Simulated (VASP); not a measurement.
# C (Fmmm) in VASP: single point with r2SCAN

Aim: the single point of C with r2SCAN.

Program: VASP 6.6.1. These are calculated values, not measurements. Logs are shortened: lines on timing, memory, paths and dates and some standing lists are left out, and cuts for length are marked.

## (1) The cell of the first run

Symmetry: Fmmm, No. 69, orthorhombic system. Conventional cell: a = 2.456 Å, b = 4.254 Å, c = 6.696 Å, α = 90.00°, β = 90.00°, γ = 90.00°. Within 1.9 Å of C (site symmetry m2m) lie 3 C at 1.42 Å.

## (2) Single point, r2SCAN

Contents of POSCAR:

```
C
1.0
    0.0000000000      2.1270000000      3.3480000000
    1.2280000000      0.0000000000      3.3480000000
    1.2280000000      2.1270000000      0.0000000000
C
2
Direct
    0.1666666667      0.8333333333      0.1666666667
    0.8333333333      0.1666666667      0.8333333333
```

Contents of INCAR.step1:

```
ALGO     = Normal         # electronic algorithm
EDIFF    = 1E-4           # SCF threshold, eV
ENCUT    = 520            # plane-wave cutoff, eV
GGA      = PE             # functional
ISMEAR   = -1             # smearing method
LASPH    = True           # aspherical terms in the spheres
LCHARG   = False          # write CHGCAR
LREAL    = False          # projectors in reciprocal space
LWAVE    = True           # write WAVECAR
NBANDS   = 11             # bands
NELM     = 100            # most SCF steps
PREC     = Accurate       # precision mode
SIGMA    = 0.1            # smearing width, eV
```

Contents of INCAR.step2:

```
ALGO     = Normal         # electronic algorithm
EDIFF    = 1E-6           # SCF threshold, eV
ENCUT    = 520            # plane-wave cutoff, eV
ISIF     = 2              # what is computed and relaxed
ISMEAR   = -1             # smearing method
ISTART   = 1            
LASPH    = True           # aspherical terms in the spheres
LCHARG   = False          # write CHGCAR
LMIXTAU  = True         
LREAL    = False          # projectors in reciprocal space
LWAVE    = False          # write WAVECAR
METAGGA  = R2SCAN         # meta-GGA
NBANDS   = 11             # bands
NELM     = 100            # most SCF steps
PREC     = Accurate       # precision mode
SIGMA    = 0.1            # smearing width, eV
```

Contents of KPOINTS:

```
k-points
0
Gamma
  14 14 14
```

Potentials or basis: VASP PAW PBE potentials, release 64 (C).

On the command line:

```console
$ cat potpaw_PBE.64/C/POTCAR > POTCAR
$ cp INCAR.step1 INCAR
$ mpirun -np 1 vasp_std > vasp.out
$ cp INCAR.step2 INCAR
$ mpirun -np 1 vasp_std > vasp.out
```

OUTCAR:

```text
EDIFF = 1E-6
   ENCUT = 520
   ISIF = 2
   ISMEAR = -1
   ISTART = 1
   LASPH = True
   LREAL = False
   METAGGA = R2SCAN
   NELM = 100
   PREC = Accurate

 ion  position               nearest neighbor table
   1  0.167  0.833  0.167-   2 1.42   2 1.42   2 1.42
   2  0.833  0.167  0.833-   1 1.42   1 1.42   1 1.42

  LATTYP: Found a face centered orthorhombic cell.
 ALAT       =     2.4560000000
 B/A-ratio  =     1.7320846906
 C/A-ratio  =     2.7263843648

  Lattice vectors:

 A1 = (   0.0000000000,   2.1270000000,   3.3480000000)
 A2 = (   1.2280000000,   0.0000000000,   3.3480000000)
 A3 = (   1.2280000000,   2.1270000000,   0.0000000000)

Analysis of symmetry for initial positions (statically):
=====================================================================
 Subroutine PRICEL returns:
 Original cell was already a primitive cell.

 Routine SETGRP: Setting up the symmetry group for a
 face centered orthorhombic supercell.

 Subroutine GETGRP returns: Found  8 space group operations
 (whereof  8 operations were pure point group operations)
 out of a pool of  8 trial point group operations.

The static configuration has the point symmetry D_2h.

Analysis of symmetry for dynamics (positions and initial velocities):
=====================================================================
 Subroutine PRICEL returns:
 Original cell was already a primitive cell.

 Routine SETGRP: Setting up the symmetry group for a
 face centered orthorhombic supercell.

 Subroutine GETGRP returns: Found  8 space group operations
 (whereof  8 operations were pure point group operations)
 out of a pool of  8 trial point group operations.

The dynamic configuration has the point symmetry D_2h.

 Subroutine INISYM returns: Found  8 space group operations
 (whereof  8 operations are pure point group operations),
 and found     1 'primitive' translations

----------------------------------------------------------------------------------------

                                     Primitive cell

  volume of cell :      17.4897

  direct lattice vectors                    reciprocal lattice vectors
     0.000000000  2.127000000  3.348000000    -0.407166124  0.235072873  0.149342891
     1.228000000  0.000000000  3.348000000     0.407166124 -0.235072873  0.149342891
     1.228000000  2.127000000  0.000000000     0.407166124  0.235072873 -0.149342891

  length of vectors
     3.966513961  3.566102635  2.456036034     0.493301943  0.493301943  0.493301943

  position of ions in fractional coordinates (direct lattice)
     0.166666667  0.833333333  0.166666667
     0.833333333  0.166666667  0.833333333

[... 87 lines left out ...]
   NELECT =       8.0000    total number of electrons
   NUPDOWN=      -1.0000    fix difference up-down
   EMIN   =  10.00;   EMAX   =-10.00  energy-range for DOS
   EFERMI =   0.00;   METHOD = LEGACY
   ISMEAR =    -1;   SIGMA  =   0.10  broadening in eV -4-tet -1-fermi 0-gaus
   EFERMI_NEDOS =   21; number of points for ismear=-14 and -15
   IALGO  =     38    algorithm
   IMIX   =      4    mixing-type and parameters
     AMIX     =   0.40;   BMIX     =  1.00
     AMIX_MAG =   1.60;   BMIX_MAG =  1.00
  volume/ion in A,a.u.               =       8.74        59.01
  Fermi-wavevector in a.u.,A,eV,Ry     =   1.261376  2.383654 21.647797  1.591068
  Thomas-Fermi vector in A             =   2.394838
   LORBIT       =      0    0 simple, 1 ext, 2 COOP (PROOUT), +10 PAW based schemes
   METAGGA = R2SCAN    functional components
   LHFCALC =     F    Hartree Fock is set to
   AEXX    =    0.0000 exact exchange contribution
   IVDW    =     0    specifies the selected vdW correction
   LEPSILON=     F    determine dielectric tensor
   LRPA    =     F    only Hartree local field effects (RPA)
 non-spin polarized calculation
  energy-cutoff  :      520.00
  volume of cell :       17.49
 maximum number of plane-waves:       499
 NGX is ok and might be reduce to    30
   NGX = 15   NGY = 13   NGZ =  9

 number of electron       8.0000000 magnetization

 Free energy of the ion-electron system (eV)
  ---------------------------------------------------
  ext. energy  EPLUGINS =         0.00000000
  ---------------------------------------------------
  free energy    TOTEN  =       -19.86900749 eV

  energy without entropy =      -19.86825363  energy(sigma->0) =      -19.86863056

 E-fermi :   4.9035     XC(G=0): -11.1575

 val. band max:        4.8323460014   @ k =   0.5000  -0.1429   0.3571
 cond. band min:       5.2110010214   @ k =  -0.1429   0.2143   0.2857
 fundamental gap:      0.3786550200
 Fermi energy:         4.9035456689

 k-point     1 :       0.0000    0.0000    0.0000
  band No.  band energies     occupation
      1     -16.2661      2.00000
      2      -2.3030      2.00000
      3       1.5109      2.00000
      4       1.5388      2.00000
      5       9.1756      0.00000
      6      13.4379      0.00000
      7      13.5130      0.00000
      8      17.1545      0.00000
      9      18.0542      0.00000
     10      28.7270      0.00000
     11      31.6872      0.00000
[... 309 lines left out ...]
 k-point    24 :       0.2857    0.1429    0.0000
  band No.  band energies     occupation
      1     -15.6400      2.00000
      2      -2.5912      2.00000
      3      -0.3696      2.00000
      4       0.5709      2.00000
      5      11.8619      0.00000
      6      13.5834      0.00000
      7      15.3865      0.00000
      8      15.5589      0.00000
      9      19.0310      0.00000
     10      27.7811      0.00000
     11      29.9432      0.00000

 [... further k-points ...]

------------------------ aborting loop because EDIFF is reached ----------------------------------------

  FORCE on cell =-STRESS in cart. coord.  units (eV):
  Direction    XX          YY          ZZ          XY          YZ          ZX
  --------------------------------------------------------------------------------------
  -------------------------------------------------------------------------------------
  Total        0.0899467      0.0695793      0.2079102      0.0000000      0.0000000      0.0000000
  in kB        8.2397609      6.3739596     19.0460529      0.0000000      0.0000000      0.0000000
  external PRESSURE =      11.2199245 kB  Pullay stress =       0.0000000 kB

 VOLUME and BASIS-vectors are now :
 -----------------------------------------------------------------------------
  energy-cutoff  :      520.00
  volume of cell :       17.49
      direct lattice vectors                 reciprocal lattice vectors
     0.000000000  2.127000000  3.348000000    -0.407166124  0.235072873  0.149342891
     1.228000000  0.000000000  3.348000000     0.407166124 -0.235072873  0.149342891
     1.228000000  2.127000000  0.000000000     0.407166124  0.235072873 -0.149342891

 POSITION                                       TOTAL-FORCE (eV/Angst)
 -----------------------------------------------------------------------------------
      1.22800      0.70900      3.34800         0.000000      0.019880      0.000000
      1.22800      3.54500      3.34800         0.000000     -0.019880      0.000000
 -----------------------------------------------------------------------------------
    total drift:                               -0.000000     -0.000000     -0.000000

  FREE ENERGIE OF THE ION-ELECTRON SYSTEM (eV)
  ---------------------------------------------------
  free  energy   TOTEN  =       -19.8690074851 eV

  energy  without entropy=      -19.8682536272  energy(sigma->0) =      -19.86863056
```

It took 7.9 min on 1 thread of Intel Xeon 8259CL, shared host; peak memory 0.19 GiB.

Results:

```yaml
Free_energy: -19.8690 eV
Pressure: 1.1 GPa
Largest_force: 0.020 eV/Å
Band_gap_on_the_k_mesh: 0.38 eV, indirect (least direct gap 0.47 eV)
```

Forces in eV/Å, atoms in the order of the input:
```
C    0.000  0.020  0.000
C    0.000 -0.020  0.000
```

Caveat: the PAW data sets were made with another functional, which shifts forces and pressure a little.
